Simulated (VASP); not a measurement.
# Mg5Te3 (Pm-3m) in VASP: relaxation of cell and atoms with PBE

Aim: the relaxation of cell and atoms of Mg5Te3 with PBE.

Program: VASP 6.6.1. These are calculated values, not measurements. Logs are shortened: lines on timing, memory, paths and dates and some standing lists are left out, and cuts for length are marked.

### Step 1. The cell of the first run

Symmetry: Pm-3m, No. 221, cubic system. Conventional cell: a = 6.038 Å, b = 6.038 Å, c = 6.038 Å, α = 90.00°, β = 90.00°, γ = 90.00°. Mg (site symmetry 4/mmm) has 2 Mg at 3.02 Å and 4 Te at 3.02 Å within 4.0 Å. Within 4.0 Å of Mg (site symmetry m-3m) lie 6 Te at 3.02 Å. Mg (site symmetry m-3m) has 6 Mg at 3.02 Å within 4.0 Å. Te (site symmetry 4/mmm) has 6 Mg at 3.02 Å within 4.0 Å.

The cell was built from a structure type or drawn by symmetry, and may not be a known phase.

### Step 2. Relaxation of cell and atoms, PBE

INCAR reads:

```
PREC = Accurate
ENCUT = 600
EDIFF = 1E-6
ISMEAR = 0
SIGMA = 0.1
LREAL = F
LASPH = T
NELM = 80
ALGO = Fast
ISIF = 3
LWAVE = F
LCHARG = F
GGA = PE
IBRION = 2
NSW = 100
EDIFFG = -0.01
```

KPOINTS reads:

```
regular mesh
0
Gamma
  6 6 6
```

POSCAR reads:

```
Mg5Te3
1.0
    6.0382034733      0.0000000000      0.0000000000
    0.0000000000      6.0382034733      0.0000000000
    0.0000000000      0.0000000000      6.0382034733
Mg Te
5 3
Direct
    0.0000000000      0.5000000000      0.5000000000
    0.5000000000      0.0000000000      0.5000000000
    0.5000000000      0.5000000000      0.0000000000
    0.0000000000      0.0000000000      0.0000000000
    0.5000000000      0.5000000000      0.5000000000
    0.5000000000      0.0000000000      0.0000000000
    0.0000000000      0.5000000000      0.0000000000
    0.0000000000      0.0000000000      0.5000000000
```

Potentials or basis: VASP PAW PBE potentials, release 64 (Mg, Te).

The run is started by

```sh
$ cat potpaw_PBE.64/Mg/POTCAR potpaw_PBE.64/Te/POTCAR > POTCAR
$ mpirun -np 1 vasp_std > vasp.out
```

OUTCAR:

```text
PREC = Accurate
   ENCUT = 600
   EDIFF = 1E-6
   ISMEAR = 0
   LREAL = F
   LASPH = T
   NELM = 80
   ISIF = 3
   GGA = PE
   IBRION = 2
   NSW = 100
   EDIFFG = -0.01

 ion  position               nearest neighbor table
   1  0.000  0.500  0.500-   5 3.02   7 3.02   8 3.02   7 3.02   8 3.02   5 3.02
   2  0.500  0.000  0.500-   5 3.02   6 3.02   8 3.02   6 3.02   5 3.02   8 3.02
   3  0.500  0.500  0.000-   5 3.02   6 3.02   7 3.02   5 3.02   6 3.02   7 3.02
   4  0.000  0.000  0.000-   6 3.02   7 3.02   8 3.02   8 3.02   7 3.02   6 3.02
   5  0.500  0.500  0.500-   1 3.02   2 3.02   3 3.02   3 3.02   2 3.02   1 3.02
   6  0.500  0.000  0.000-   2 3.02   3 3.02   4 3.02   2 3.02   3 3.02   4 3.02
   7  0.000  0.500  0.000-   1 3.02   3 3.02   4 3.02   1 3.02   4 3.02   3 3.02
   8  0.000  0.000  0.500-   1 3.02   2 3.02   4 3.02   4 3.02   1 3.02   2 3.02

  LATTYP: Found a simple cubic cell.
 ALAT       =     6.0382034733

  Lattice vectors:

 A1 = (   6.0382034733,   0.0000000000,   0.0000000000)
 A2 = (   0.0000000000,   6.0382034733,   0.0000000000)
 A3 = (   0.0000000000,   0.0000000000,   6.0382034733)

Analysis of symmetry for initial positions (statically):
=====================================================================
 Subroutine PRICEL returns:
 Original cell was already a primitive cell.

 Routine SETGRP: Setting up the symmetry group for a
 simple cubic supercell.

 Subroutine GETGRP returns: Found 48 space group operations
 (whereof 48 operations were pure point group operations)
 out of a pool of 48 trial point group operations.

The static configuration has the point symmetry O_h .

Analysis of symmetry for dynamics (positions and initial velocities):
=====================================================================
 Subroutine PRICEL returns:
 Original cell was already a primitive cell.

 Routine SETGRP: Setting up the symmetry group for a
 simple cubic supercell.

 Subroutine GETGRP returns: Found 48 space group operations
 (whereof 48 operations were pure point group operations)
 out of a pool of 48 trial point group operations.

The dynamic configuration has the point symmetry O_h .

 Subroutine INISYM returns: Found 48 space group operations
 (whereof 48 operations are pure point group operations),
 and found     1 'primitive' translations

----------------------------------------------------------------------------------------

                                     Primitive cell

  volume of cell :     220.1523

  direct lattice vectors                    reciprocal lattice vectors
     6.038203473  0.000000000  0.000000000     0.165612173  0.000000000  0.000000000
     0.000000000  6.038203473  0.000000000     0.000000000  0.165612173  0.000000000
     0.000000000  0.000000000  6.038203473     0.000000000  0.000000000  0.165612173

  length of vectors
     6.038203473  6.038203473  6.038203473     0.165612173  0.165612173  0.165612173

  position of ions in fractional coordinates (direct lattice)
     0.000000000  0.500000000  0.500000000
     0.500000000  0.000000000  0.500000000
     0.500000000  0.500000000  0.000000000
     0.000000000  0.000000000  0.000000000
     0.500000000  0.500000000  0.500000000
     0.500000000  0.000000000  0.000000000
     0.000000000  0.500000000  0.000000000
     0.000000000  0.000000000  0.500000000

[... 88 lines left out ...]
   NELECT =      28.0000    total number of electrons
   NUPDOWN=      -1.0000    fix difference up-down
   EMIN   =  10.00;   EMAX   =-10.00  energy-range for DOS
   EFERMI =   0.00;   METHOD = LEGACY
   ISMEAR =     0;   SIGMA  =   0.10  broadening in eV -4-tet -1-fermi 0-gaus
   EFERMI_NEDOS =   21; number of points for ismear=-14 and -15
   IALGO  =     68    algorithm
   IMIX   =      4    mixing-type and parameters
     AMIX     =   0.40;   BMIX     =  1.00
     AMIX_MAG =   1.60;   BMIX_MAG =  1.00
  volume/ion in A,a.u.               =      27.52       185.71
  Fermi-wavevector in a.u.,A,eV,Ry     =   0.823290  1.555793  9.222127  0.677807
  Thomas-Fermi vector in A             =   1.934775
   LORBIT       =      0    0 simple, 1 ext, 2 COOP (PROOUT), +10 PAW based schemes
   GGA     = PE    functional components
   LHFCALC =     F    Hartree Fock is set to
   AEXX    =    0.0000 exact exchange contribution
   IVDW    =     0    specifies the selected vdW correction
   LEPSILON=     F    determine dielectric tensor
   LRPA    =     F    only Hartree local field effects (RPA)
 conjugate gradient relaxation of ions
 non-spin polarized calculation
 RMM-DIIS sequential band-by-band and
 Gauss-broadening in eV      SIGMA  =   0.10
  energy-cutoff  :      600.00
  volume of cell :      220.15
 maximum number of plane-waves:      7400
   NGX = 25   NGY = 25   NGZ = 25

--------------------------------------- Ionic step        1  -------------------------------------------

 number of electron      28.0000003 magnetization

 Free energy of the ion-electron system (eV)
  ---------------------------------------------------
  ext. energy  EPLUGINS =         0.00000000
  ---------------------------------------------------
  free energy    TOTEN  =       -19.90663978 eV

  energy without entropy =      -19.88807044  energy(sigma->0) =      -19.89735511

------------------------ aborting loop because EDIFF is reached ----------------------------------------

  FORCE on cell =-STRESS in cart. coord.  units (eV):
  Direction    XX          YY          ZZ          XY          YZ          ZX
  --------------------------------------------------------------------------------------
  -------------------------------------------------------------------------------------
  Total       -0.3872830     -0.3872830     -0.3872830     -0.0000000      0.0000000     -0.0000000
  in kB       -2.8184856     -2.8184856     -2.8184856     -0.0000000      0.0000000     -0.0000000
  external PRESSURE =      -2.8184856 kB  Pullay stress =       0.0000000 kB

 VOLUME and BASIS-vectors are now :
 -----------------------------------------------------------------------------
  energy-cutoff  :      600.00
  volume of cell :      220.15
      direct lattice vectors                 reciprocal lattice vectors
     6.038203473  0.000000000  0.000000000     0.165612173  0.000000000  0.000000000
     0.000000000  6.038203473  0.000000000     0.000000000  0.165612173  0.000000000
     0.000000000  0.000000000  6.038203473     0.000000000  0.000000000  0.165612173

 POSITION                                       TOTAL-FORCE (eV/Angst)
 -----------------------------------------------------------------------------------
      0.00000      3.01910      3.01910         0.000000      0.000000      0.000000
      3.01910      0.00000      3.01910         0.000000      0.000000      0.000000
      3.01910      3.01910      0.00000         0.000000      0.000000      0.000000
      0.00000      0.00000      0.00000         0.000000      0.000000      0.000000
      3.01910      3.01910      3.01910         0.000000      0.000000      0.000000
      3.01910      0.00000      0.00000         0.000000      0.000000      0.000000
      0.00000      3.01910      0.00000         0.000000      0.000000      0.000000
      0.00000      0.00000      3.01910         0.000000      0.000000      0.000000
 -----------------------------------------------------------------------------------
    total drift:                               -0.000000      0.000000      0.000000

  FREE ENERGIE OF THE ION-ELECTRON SYSTEM (eV)
  ---------------------------------------------------
  free  energy   TOTEN  =       -19.9066397757 eV

  energy  without entropy=      -19.8880704423  energy(sigma->0) =      -19.89735511

--------------------------------------- Ionic step        2  -------------------------------------------

 number of electron      28.0000002 magnetization

 Free energy of the ion-electron system (eV)
  ---------------------------------------------------
  ext. energy  EPLUGINS =         0.00000000
  ---------------------------------------------------
  free energy    TOTEN  =       -19.90830625 eV

  energy without entropy =      -19.88954401  energy(sigma->0) =      -19.89892513

 E-fermi :   4.5690     XC(G=0):  -8.6993

 val. band max:        4.5653906025   @ k =   0.1667   0.1667   0.0000
 cond. band min:       4.5700559835   @ k =   0.5000   0.1667   0.1667
 fundamental gap:      0.0046653810
 Fermi energy:         4.5689625002

 k-point     1 :       0.0000    0.0000    0.0000
  band No.  band energies     occupation
      1      -7.6787      2.00000
      2      -6.6052      2.00000
      3      -6.6052      2.00000
      4      -0.2393      2.00000
      5      -0.2393      2.00000
      6      -0.2393      2.00000
[... 417 lines left out ...]
      6      -0.8239      2.00000
[... 11 lines left out ...]
     18       6.5447      0.00000
     19       6.5447      0.00000

------------------------ aborting loop because EDIFF is reached ----------------------------------------

  FORCE on cell =-STRESS in cart. coord.  units (eV):
  Direction    XX          YY          ZZ          XY          YZ          ZX
  --------------------------------------------------------------------------------------
  -------------------------------------------------------------------------------------
  Total       -0.0720859     -0.0720859     -0.0720859     -0.0000000      0.0000000     -0.0000000
  in kB       -0.5283045     -0.5283045     -0.5283045     -0.0000000      0.0000000     -0.0000000
  external PRESSURE =      -0.5283045 kB  Pullay stress =       0.0000000 kB

 VOLUME and BASIS-vectors are now :
 -----------------------------------------------------------------------------
  energy-cutoff  :      600.00
  volume of cell :      218.61
      direct lattice vectors                 reciprocal lattice vectors
     6.024101580 -0.000000000 -0.000000000     0.165999857  0.000000000 -0.000000000
    -0.000000000  6.024101580 -0.000000000     0.000000000  0.165999857 -0.000000000
     0.000000000  0.000000000  6.024101580     0.000000000  0.000000000  0.165999857

 POSITION                                       TOTAL-FORCE (eV/Angst)
 -----------------------------------------------------------------------------------
      0.00000      3.01205      3.01205        -0.000000      0.000000      0.000000
      3.01205     -0.00000      3.01205        -0.000000      0.000000      0.000000
      3.01205      3.01205     -0.00000        -0.000000      0.000000      0.000000
      0.00000      0.00000      0.00000        -0.000000      0.000000      0.000000
      3.01205      3.01205      3.01205        -0.000000      0.000000      0.000000
      3.01205     -0.00000     -0.00000        -0.000000      0.000000      0.000000
     -0.00000      3.01205     -0.00000         0.000000      0.000000      0.000000
      0.00000      0.00000      3.01205        -0.000000     -0.000000      0.000000
 -----------------------------------------------------------------------------------
    total drift:                               -0.000000      0.000000      0.000000

  FREE ENERGIE OF THE ION-ELECTRON SYSTEM (eV)
  ---------------------------------------------------
  free  energy   TOTEN  =       -19.9083062506 eV

  energy  without entropy=      -19.8895440083  energy(sigma->0) =      -19.89892513

 reached required accuracy - stopping structural energy minimisation
```

Wall time 84 s (1 thread of Intel Xeon 6975P-C (Granite Rapids), shared host); peak memory 0.39 GiB.

What came out:

```
Free energy                           : -19.9083 eV
Relaxed volume                        : 27.33 Å³/atom
Relaxed cell                          : a = 6.024 Å, b = 6.024 Å, c = 6.024 Å, α = 90.00°, β = 90.00°, γ = 90.00°
Space group after relaxing (to 0.1 Å) : Pm-3m (No. 221)
Energy gained by relaxing             : 0.2 meV/atom
Ionic steps                           : 2
Pressure after relaxing               : -0.1 GPa
Band gap on the k mesh                : zero (bands 14 and 15 overlap by 2.27 eV)
```

The path:
```tsv
step	energy change (eV)	largest force (eV/Å)	pressure (GPa)	volume (Å³)
1	0.0000	0.0000	-0.28	220.15
2	-0.0017	0.0000	-0.05	218.61
```

Final structure:
```yaml
crystal:
  lattice:
    - [6.02410, 0.00000, 0.00000]
    - [0.00000, 6.02410, 0.00000]
    - [0.00000, 0.00000, 6.02410]
  atoms:
    - { symbol: Mg, position: [0.00000, 0.50000, 0.50000] }
    - { symbol: Mg, position: [0.50000, 0.00000, 0.50000] }
    - { symbol: Mg, position: [0.50000, 0.50000, 0.00000] }
    - { symbol: Mg, position: [0.00000, 0.00000, 0.00000] }
    - { symbol: Mg, position: [0.50000, 0.50000, 0.50000] }
    - { symbol: Te, position: [0.50000, 0.00000, 0.00000] }
    - { symbol: Te, position: [0.00000, 0.50000, 0.00000] }
    - { symbol: Te, position: [0.00000, 0.00000, 0.50000] }
```

Caveat: spin-orbit coupling is left out, which moves the levels of the heavy elements.
